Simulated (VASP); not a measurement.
# AlN (I4/mmm) in VASP: notebook, part 2 of 2

VASP 6.6.1. Earlier steps stand in the parts before.

## 3. G0W0 quasiparticle levels, PBE

This run uses another cell than the first one, of 8.15 Å³/atom.

File POSCAR:

```
AlN
1.0
    0.0000000000      2.0188684521      1.9986797676
    2.0188684521      0.0000000000      1.9986797676
    2.0188684521      2.0188684521      0.0000000000
Al N
1 1
Direct
    0.0000000000      0.0000000000      0.0000000000
    0.5000000000      0.5000000000      0.5000000000
```

File INCAR.step1:

```
PREC = Accurate
ENCUT = 500
EDIFF = 1E-8
ISMEAR = 0
SIGMA = 0.01
LREAL = False
LASPH = True
NELM = 80
ALGO = Normal
LWAVE = True
LCHARG = False
GGA = PE
```

File INCAR.step2:

```
PREC = Accurate
ENCUT = 500
EDIFF = 1E-8
ISMEAR = 0
SIGMA = 0.01
LREAL = False
LASPH = True
NELM = 1
ALGO = Exact
LWAVE = True
LCHARG = False
GGA = PE
NBANDS = 71
LOPTICS = True
ISTART = 1
```

File INCAR.step3:

```
PREC = Accurate
ENCUT = 500
EDIFF = 1E-8
ISMEAR = 0
SIGMA = 0.01
LREAL = False
LASPH = True
ALGO = EVGW0
LWAVE = False
LCHARG = False
GGA = PE
NELMGW = 1
NBANDS = 71
ENCUTGW = 150.0
NOMEGA = 96
PRECFOCK = Fast
ISTART = 1
NBANDSGW = 12
OMEGAMAX = 20
```

File KPOINTS:

```
regular mesh
0
Gamma
  6 6 6
```

Potentials or basis: VASP PAW PBE potentials, release 64 (Al_GW, N_GW).

Command:

```sh
$ cat potpaw_PBE.64/Al_GW/POTCAR potpaw_PBE.64/N_GW/POTCAR > POTCAR
$ cp INCAR.step1 INCAR
$ mpirun -np 1 vasp_std > vasp.out
$ cp INCAR.step2 INCAR
$ mpirun -np 1 vasp_std > vasp.out
$ cp INCAR.step3 INCAR
$ mpirun -np 1 vasp_std > vasp.out
```

OUTCAR:

```text
PREC = Accurate
   ENCUT = 500
   EDIFF = 1E-8
   ISMEAR = 0
   LREAL = False
   LASPH = True
   GGA = PE
   NELMGW = 1
   ENCUTGW = 150.0
   PRECFOCK = Fast
   ISTART = 1

 ion  position               nearest neighbor table
   1  0.000  0.000  0.000-   2 2.00   2 2.00   2 2.02   2 2.02   2 2.02   2 2.02
   2  0.500  0.500  0.500-   1 2.00   1 2.00   1 2.02   1 2.02   1 2.02   1 2.02

  LATTYP: Found a body centered tetragonal cell.
 ALAT       =     2.8551111456
 C/A-ratio  =     1.4000714268

  Lattice vectors:

 A1 = (   0.0000000000,  -2.0188684521,  -1.9986797676)
 A2 = (   0.0000000000,   2.0188684521,  -1.9986797676)
 A3 = (   2.0188684521,   0.0000000000,   1.9986797676)

Analysis of symmetry for initial positions (statically):
=====================================================================
[... 168 lines left out ...]
   NELMHF              =     1    number of iterations in the inner HF iteration
   NKREDLFX            =     1    NKREDLFY  =   1   NKREDLFZ  =   1
 non-spin polarized calculation
 Gauss-broadening in eV      SIGMA  =   0.01
  energy-cutoff  :      500.00
  volume of cell :       16.29
 maximum number of plane-waves:       436
 NGX is ok and might be reduce to    24
  NGX = 14; NGY = 14; NGZ = 14
   NGX = 11   NGY = 11   NGZ = 11
 maximum number of plane-waves:        72
 NGX is ok and might be reduce to    14

 QP shifts <psi_nk| G(iteration)W_0 |psi_nk>: iteration 1
 for sc-GW calculations column KS-energies equals QP-energies in previous step
 and V_xc(KS)=  KS-energies - (<T + V_ion + V_H > + <T+V_H+V_ion>^1  + <V_x>^1)

 k-point   1 :       0.0000    0.0000    0.0000
  band No.  KS-energies  QP-energies   sigma(KS)   V_xc(KS)     V^pw_x(r,r')   Z            occupation Imag(sigma)

      1      -8.8432     -10.4272     -16.8617     -14.6844     -24.9677       0.7275       2.0000       1.3055
      2       8.7913       8.0734     -18.3479     -17.4483     -21.1953       0.7981       2.0000       0.0306
      3       8.8648       8.1576     -18.3318     -17.4471     -21.1355       0.7994       2.0000       0.0310
      4       8.8648       8.1576     -18.3318     -17.4471     -21.1355       0.7994       2.0000       0.0310
      5      14.7262      15.7933     -13.4146     -14.7249      -8.9818       0.8143       0.0000      -0.0477
      6      21.0019      21.8703      -9.7420     -10.7939      -4.5958       0.8256       0.0000      -0.0602
      7      21.0019      21.8703      -9.7420     -10.7939      -4.5958       0.8256       0.0000      -0.0602
      8      21.1368      21.9971      -9.7026     -10.7470      -4.5313       0.8237       0.0000      -0.0618
      9      26.2155      26.4952      -9.2826      -9.6514      -2.6916       0.7586       0.0000      -0.2584
     10      26.5503      27.6679     -10.2170     -11.6007      -4.5344       0.8077       0.0000      -0.1506
     11      26.8864      28.0207     -10.2433     -11.6487      -4.5315       0.8072       0.0000      -0.1604
     12      27.7978      28.7438      -9.9777     -11.2090      -2.8777       0.7683       0.0000      -0.4508
[... 356 lines left out ...]
      1      -4.9147      -6.2045     -18.2636     -16.5471     -25.9427       0.7514       2.0000       0.8847
      2       2.0614       0.8055     -15.6790     -14.0217     -19.9142       0.7578       2.0000       0.0795
      3       4.7941       3.6799     -16.1107     -14.6930     -19.5210       0.7859       2.0000       0.0480
      4       6.3911       5.3930     -17.1400     -15.8799     -20.3783       0.7920       2.0000       0.0392
      5      14.6165      15.4406     -10.1526     -11.1397      -5.7266       0.8349       0.0000      -0.0449
      6      16.5712      17.4852     -11.1384     -12.2466      -6.5331       0.8248       0.0000      -0.0491
      7      21.7568      23.1284     -13.5156     -15.2911      -7.4629       0.7725       0.0000      -0.0942
      8      24.4426      25.6503     -11.4240     -12.9848      -5.0958       0.7737       0.0000      -0.1578
      9      25.7661      26.9508     -12.0131     -13.5735      -5.0925       0.7592       0.0000      -0.2431
     10      32.4248      33.4270     -10.5792     -11.8590      -3.4740       0.7832       0.0000      -0.6389
     11      34.1904      35.1010      -9.3793     -10.5438      -2.1682       0.7820       0.0000      -0.7662
     12      34.9211      35.9755      -9.9742     -11.2999      -2.9839       0.7953       0.0000      -0.7355

 [... further k-points ...]
```

OUTCAR.step1:

```text
PREC = Accurate
   ENCUT = 500
   EDIFF = 1E-8
   ISMEAR = 0
   LREAL = False
[... 487 lines left out ...]
      0.00000      0.00000      0.00000        -0.000000      0.000000     -0.000000
      2.01887      2.01887      1.99868         0.000000     -0.000000      0.000000
 -----------------------------------------------------------------------------------
    total drift:                               -0.000000     -0.000000      0.000000

  FREE ENERGIE OF THE ION-ELECTRON SYSTEM (eV)
  ---------------------------------------------------
  free  energy   TOTEN  =       -14.5623031660 eV

  energy  without entropy=      -14.5623031660  energy(sigma->0) =      -14.56230317
```

OUTCAR.step2:

```text
PREC = Accurate
   ENCUT = 500
   EDIFF = 1E-8
   ISMEAR = 0
   LREAL = False
[... 1014 lines left out ...]
     0.00000     5.44334     5.44334     5.40552     0.00000    -0.00000    -0.00000
     1.91295     5.63235     5.63235     5.59114     0.00000    -0.00000    -0.00000
     3.82590     6.35339     6.35339     6.29815     0.00000    -0.00000    -0.00000
     5.73884     9.01004     9.01004     8.88514     0.00000    -0.00000    -0.00000
     7.65179     6.10962     6.10962     7.11939     0.00000     0.00000     0.00000
     9.56474    -6.92124    -6.92124    -6.37119     0.00000    -0.00000     0.00000
[... 92 lines left out ...]
   187.46887     0.98029     0.98029     0.98028    -0.00000     0.00000    -0.00000
   189.38181     0.98071     0.98071     0.98070    -0.00000     0.00000    -0.00000
```

Run time: 6 min. Hardware: 1 thread of Intel Xeon Platinum 8488C (Sapphire Rapids), shared host; peak memory 0.35 GiB.

Results:

```
Quasiparticle gap                                   : 6.25 eV
Least direct quasiparticle gap                      : 7.64 eV
Band gap of the starting levels on the mesh         : 4.66 eV
Least direct gap of the starting levels on the mesh : 5.86 eV
```

Caveat: the k points lie up to 0.45 Å⁻¹ apart; the cutoff is under 1.25 times the usual one of these potentials, so pressure, stress and relaxed cells hold a basis-set (Pulay) error; bands, screening cutoff and mesh are small and nothing is extrapolated, so the quasiparticle values aren't converged; the structure was generated, so it needn't be the stable form of AlN.
